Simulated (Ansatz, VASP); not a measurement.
## Two plane-wave programs on BaTe

File POSCAR:

```
BaTe
1.0
    4.2448181569      0.0000000000      0.0000000000
    0.0000000000      4.2448181569      0.0000000000
    0.0000000000      0.0000000000      4.2448181569
Ba Te
1 1
Direct
    0.0000000000      0.0000000000      0.0000000000
    0.5000000000      0.5000000000      0.5000000000
```

INCAR.step1

```
SYSTEM = BaTe
  ALGO = Normal
  EDIFF = 1E-4
  ENCUT = 520
  GGA = PE
  ISMEAR = 1
  LASPH = .TRUE.
  LCHARG = .FALSE.
  LREAL = .FALSE.
  LWAVE = .TRUE.
  NBANDS = 15
  NELM = 100
  PREC = Accurate
  SIGMA = 0.161
```

INCAR.step2

```
SYSTEM = BaTe
  ALGO = Normal
  EDIFF = 1E-6
  ENCUT = 520
  ISIF = 2
  ISMEAR = 1
  ISTART = 1
  LASPH = .TRUE.
  LCHARG = .FALSE.
  LMIXTAU = .TRUE.
  LREAL = .FALSE.
  LWAVE = .FALSE.
  METAGGA = R2SCAN
  NBANDS = 15
  NELM = 100
  PREC = Accurate
  SIGMA = 0.161
```

Contents of KPOINTS:

```
k-points
0
G
  4 4 4
  0 0 0
```

Input for Ansatz:

```yaml
crystal:
  lattice:
    - [4.2448181569, 0.0, 0.0]
    - [0.0, 4.2448181569, 0.0]
    - [0.0, 0.0, 4.2448181569]
  atoms:
    - { symbol: Ba, position: [0.0, 0.0, 0.0] }
    - { symbol: Te, position: [0.5, 0.5, 0.5] }
kpoints:
  mp_grid: { grid: [4, 4, 4] }
hamiltonian:
  xc: r2scan
scf:
  occupations: { method: cold, width: 0.2 }
  n_extra_bands: 4
output:
  forces: true
  stress: true
  eigenvalues: true
```

Alike in both runs: task single point; functional r2SCAN; k mesh 4 × 4 × 4; no spin polarisation.

```csv
,VASP,Ansatz
version,VASP 6.6.1,Ansatz 0.2.0
potentials or method,"VASP PAW PBE potentials, release 64 (Ba_sv, Te)",plane waves
plane-wave cutoff (eV),520,500
occupations,"methfessel-paxton of order 1, width 0.161 eV","cold, width 0.2 eV"
valence electrons in the cell,16,26
```

```tsv
	VASP	Ansatz	Ansatz less VASP
gap on the k mesh at the Fermi level (eV)	1.09	1.19	+0.098
pressure (GPa)	0.6	0.1	-0.49
```

VASP's potentials were made for PBE, not for r2SCAN. VASP's potentials hold 16 valence electrons a cell and Ansatz's 26, so a difference there can come from the potentials and not from the codes.

Neither program's run includes spin-orbit coupling.
